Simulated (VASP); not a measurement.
# CoO (Fm-3m) in VASP: single point with PBE

Aim: the single point of CoO with PBE.

Program: VASP 6.6.1. These are calculated values, not measurements. Logs are shortened: lines on timing, memory, paths and dates and some standing lists are left out, and cuts for length are marked.

**1. The cell of the first run**

It takes space group Fm-3m (No. 225, cubic). The conventional cell has a = 4.267 Å, b = 4.267 Å, c = 4.267 Å, α = 90.00°, β = 90.00°, γ = 90.00°. Within 2.8 Å of Co (site symmetry m-3m) lie 6 O at 2.13 Å. O (site symmetry m-3m) has 6 Co at 2.13 Å within 2.8 Å.

**2. Single point, PBE, collinear spin, ferromagnetic start**

The input, INCAR:

```
SYSTEM = CoO
ALGO = Normal
EDIFF = 1E-6
ENCUT = 520
GGA = PE
ISIF = 2
ISMEAR = -1
ISPIN = 2
ISYM = 0
LASPH = .TRUE.
LCHARG = .TRUE.
LELF = .TRUE.
LMAXMIX = 4
LORBIT = 11
LREAL = .FALSE.
LVHAR = .TRUE.
LWAVE = .FALSE.
MAGMOM = 3 3 0 0
NBANDS = 27
NELM = 150
PREC = Accurate
SIGMA = 0.05
```

The input, KPOINTS:

```
k-points
0
G
  5 7 8
  0 0 0
```

The input, POSCAR:

```
CoO
1.0
   -2.1333500000     -2.1333500000     -4.2667000000
    2.1333500000     -2.1333500000      0.0000000000
   -2.1333500000     -2.1333500000      0.0000000000
Co O
2 2
Direct
    0.0000000000      0.0000000000      0.0000000000
    0.5000000000      0.5000000000      0.0000000000
    0.0000000000      0.5000000000      0.5000000000
    0.5000000000      0.0000000000      0.5000000000
```

Potentials or basis: VASP PAW PBE potentials, release 64 (Co, O).

Run with:

```sh
> cat potpaw_PBE.64/Co/POTCAR potpaw_PBE.64/O/POTCAR > POTCAR
> mpirun -np 1 vasp_std > vasp.out
```

OUTCAR:

```text
SYSTEM = CoO
   EDIFF = 1E-6
   ENCUT = 520
   GGA = PE
   ISIF = 2
   ISMEAR = -1
   ISPIN = 2
   ISYM = 0
   LASPH = .TRUE.
   LORBIT = 11
   LREAL = .FALSE.
   NELM = 150
   PREC = Accurate

 ion  position               nearest neighbor table
   1  0.000  0.000  0.000-   3 2.13   3 2.13   4 2.13   3 2.13   3 2.13   4 2.13   2 3.02   2 3.02
                             2 3.02   2 3.02   2 3.02   2 3.02   2 3.02   2 3.02
   2  0.500  0.500  0.000-   4 2.13   3 2.13   4 2.13   4 2.13   4 2.13   3 2.13   1 3.02   1 3.02
                             1 3.02   1 3.02   1 3.02   1 3.02   1 3.02   1 3.02
   3  0.000  0.500  0.500-   1 2.13   1 2.13   2 2.13   1 2.13   1 2.13   2 2.13
   4  0.500  0.000  0.500-   2 2.13   1 2.13   2 2.13   2 2.13   2 2.13   1 2.13

IMPORTANT INFORMATION: All symmetrisations will be switched off!
NOSYMM: (Re-)initialisation of all symmetry stuff for point group C_1.

----------------------------------------------------------------------------------------

                                     Primitive cell

  volume of cell :      38.8371

  direct lattice vectors                    reciprocal lattice vectors
    -2.133350000 -2.133350000 -4.266700000     0.000000000  0.000000000 -0.234373169
     2.133350000 -2.133350000  0.000000000     0.234373169 -0.234373169  0.000000000
    -2.133350000 -2.133350000  0.000000000    -0.234373169 -0.234373169  0.234373169

  length of vectors
     5.225618943  3.017012503  3.017012503     0.234373169  0.331453714  0.405946237

  position of ions in fractional coordinates (direct lattice)
     0.000000000  0.000000000  0.000000000
     0.500000000  0.500000000  0.000000000
     0.000000000  0.500000000  0.500000000
     0.500000000  0.000000000  0.500000000

  ion indices of the primitive-cell ions
   primitive index   ion index
                 1           1
                 2           2
                 3           3
                 4           4

----------------------------------------------------------------------------------------

 KPOINTS: k-points

Automatic generation of k-mesh.
 Grid dimensions read from file:
 generate k-points for:    5    7    8

 Generating k-lattice:

  Cartesian coordinates                     Fractional coordinates (reciprocal lattice)
     0.000000000  0.000000000 -0.046874634     0.200000000  0.000000000  0.000000000
     0.033481881 -0.033481881  0.000000000     0.000000000  0.142857143  0.000000000
    -0.029296646 -0.029296646  0.029296646     0.000000000  0.000000000  0.125000000

  Length of vectors
     0.046874634  0.047350531  0.050743280

  Shift w.r.t. Gamma in fractional coordinates (k-lattice)
     0.000000000  0.000000000  0.000000000

[... 101 lines left out ...]
   LEPSILON=     F    determine dielectric tensor
   LRPA    =     F    only Hartree local field effects (RPA)
 spin polarized calculation
  energy-cutoff  :      520.00
  volume of cell :       38.84
 maximum number of plane-waves:      1088
   NGX = 19   NGY = 11   NGZ = 11

 number of electron      29.9999997 magnetization       5.8082828

 Free energy of the ion-electron system (eV)
  ---------------------------------------------------
  ext. energy  EPLUGINS =         0.00000000
  ---------------------------------------------------
  free energy    TOTEN  =       -26.12278843 eV

  energy without entropy =      -26.05097489  energy(sigma->0) =      -26.08688166

 E-fermi :   7.8331     XC(G=0): -12.3805

 val. band max:        7.8330329890   @ k =   0.2000   0.4286   0.5000
 cond. band min:       7.8331815168   @ k =  -0.2000   0.4286   0.5000
 fundamental gap:      0.0001485278
 Fermi energy:         7.8330614131

 spin component 1

 k-point     1 :       0.0000    0.0000    0.0000
  band No.  band energies     occupation
      1     -12.3063      1.00000
      2     -11.0729      1.00000
      3       1.0968      1.00000
      4       3.5417      1.00000
      5       3.5419      1.00000
      6       3.9405      1.00000
[... 709 lines left out ...]
     26      25.1791      0.00000
     27      25.5204      0.00000

 [... further k-points ...]

 spin component 2

 k-point     1 :       0.0000    0.0000    0.0000
  band No.  band energies     occupation
      1     -11.8070      1.00000
      2     -10.4943      1.00000
      3       1.5050      1.00000
      4       4.0555      1.00000
      5       4.0569      1.00000
      6       5.2987      1.00000
[... 709 lines left out ...]
     26      25.7704      0.00000
     27      26.0852      0.00000

 [... further k-points ...]

------------------------ aborting loop because EDIFF is reached ----------------------------------------

  FORCE on cell =-STRESS in cart. coord.  units (eV):
  Direction    XX          YY          ZZ          XY          YZ          ZX
  --------------------------------------------------------------------------------------
  -------------------------------------------------------------------------------------
  Total       -0.6884649     -0.6882853     -0.6053954     -0.0026684     -0.0004327     -0.0004238
  in kB      -28.4018138    -28.3944022    -24.9748757     -0.1100814     -0.0178506     -0.0174845
  external PRESSURE =     -27.2570306 kB  Pullay stress =       0.0000000 kB

 VOLUME and BASIS-vectors are now :
 -----------------------------------------------------------------------------
  energy-cutoff  :      520.00
  volume of cell :       38.84
      direct lattice vectors                 reciprocal lattice vectors
    -2.133350000 -2.133350000 -4.266700000     0.000000000  0.000000000 -0.234373169
     2.133350000 -2.133350000  0.000000000     0.234373169 -0.234373169  0.000000000
    -2.133350000 -2.133350000  0.000000000    -0.234373169 -0.234373169  0.234373169

 POSITION                                       TOTAL-FORCE (eV/Angst)
 -----------------------------------------------------------------------------------
      0.00000      0.00000      0.00000        -0.000000     -0.000001      0.000000
      0.00000     -2.13335     -2.13335         0.000000      0.000000      0.000000
      0.00000     -2.13335      0.00000        -0.000001      0.000001     -0.000000
     -2.13335     -2.13335     -2.13335         0.000001     -0.000001      0.000000
 -----------------------------------------------------------------------------------
    total drift:                                0.000001      0.000000     -0.000000

  FREE ENERGIE OF THE ION-ELECTRON SYSTEM (eV)
  ---------------------------------------------------
  free  energy   TOTEN  =       -26.1227884326 eV

  energy  without entropy=      -26.0509748852  energy(sigma->0) =      -26.08688166

 total charge

# of ion       s       p       d       tot
------------------------------------------
    1        0.292   0.353   7.140   7.785
    2        0.292   0.353   7.140   7.785
    3        1.556   3.421   0.000   4.977
    4        1.556   3.421   0.000   4.977
--------------------------------------------------
tot          3.697   7.547  14.280  25.524

 magnetization (x)

# of ion       s       p       d       tot
------------------------------------------
    1        0.020   0.018   2.518   2.556
    2        0.020   0.018   2.519   2.557
    3        0.028   0.268   0.000   0.296
    4        0.028   0.268   0.000   0.296
--------------------------------------------------
tot          0.098   0.571   5.038   5.706
```

OSZICAR:

```text
N       E                     dE             d eps       ncg     rms          rms(c)
DAV:   1     0.243588864632E+03    0.24359E+03   -0.13919E+04 15644   0.137E+03
[... 12 lines left out ...]
DAV:  14    -0.261228838847E+02    0.10511E-04   -0.69032E-04 19962   0.263E-01    0.116E-01
DAV:  15    -0.261228658735E+02    0.18011E-04   -0.75597E-05 22611   0.779E-02    0.959E-02
DAV:  16    -0.261228219791E+02    0.43894E-04   -0.28236E-05 20448   0.114E-01    0.760E-02
DAV:  17    -0.261227867946E+02    0.35184E-04   -0.33750E-04 22277   0.180E-01    0.655E-02
DAV:  18    -0.261227905167E+02   -0.37221E-05   -0.60149E-05 20404   0.140E-01    0.357E-02
DAV:  19    -0.261227884370E+02    0.20797E-05   -0.12671E-05 22256   0.644E-02    0.165E-02
DAV:  20    -0.261227884326E+02    0.43801E-08   -0.66261E-06 17331   0.369E-02
   1 F= -.26122788E+02 E0= -.26086882E+02  d E =-.718135E-01  mag=     5.8082
```

stdout:

```text
POSCAR found type information on POSCAR CoO
 POSCAR found :  2 types and       4 ions
 scaLAPACK will be used
 LDA part: xc-table for (Slater+PW92), standard interpolation
 -----------------------------------------------------------------------------
|                                                                             |
|           W    W    AA    RRRRR   N    N  II  N    N   GGGG   !!!           |
|           W    W   A  A   R    R  NN   N  II  NN   N  G    G  !!!           |
|           W    W  A    A  R    R  N N  N  II  N N  N  G       !!!           |
|           W WW W  AAAAAA  RRRRR   N  N N  II  N  N N  G  GGG   !            |
|           WW  WW  A    A  R   R   N   NN  II  N   NN  G    G                |
|           W    W  A    A  R    R  N    N  II  N    N   GGGG   !!!           |
|                                                                             |
|     Your reciprocal lattice and k-lattice belong to different lattice       |
|     classes:                                                                |
|                                                                             |
|        The reciprocal lattice is simple tetragonal,                         |
|        whereas your k-lattice is simple monoclinic.                         |
|                                                                             |
|     Results are often still useful ...                                      |
|                                                                             |
 -----------------------------------------------------------------------------

 POSCAR, INCAR and KPOINTS ok, starting setup
 FFT: planning ... GRIDC
 FFT: planning ... GRID_SOFT
 FFT: planning ... GRID
 WAVECAR not read
 entering main loop
```

It took 7.1 min on 1 thread of Intel Xeon Platinum 8259CL at 2.50GHz (Skylake/Cascade Lake), shared host; peak memory 0.33 GiB.

What came out:

- Free energy: -26.1228 eV
- Pressure: -2.7 GPa
- Net moment: 5.81 μB per cell
- Site moments: Co +2.56; O +0.30 μB
- Valence electrons inside the program's atomic spheres: Co 7.79; O 4.98

Caveat: semilocal functionals often make such compounds metallic where correlation or magnetic order opens a gap, which also shifts bond lengths. With open d or f shells a metallic result of PBE can be an artefact of self-interaction; +U or a hybrid may open a gap.
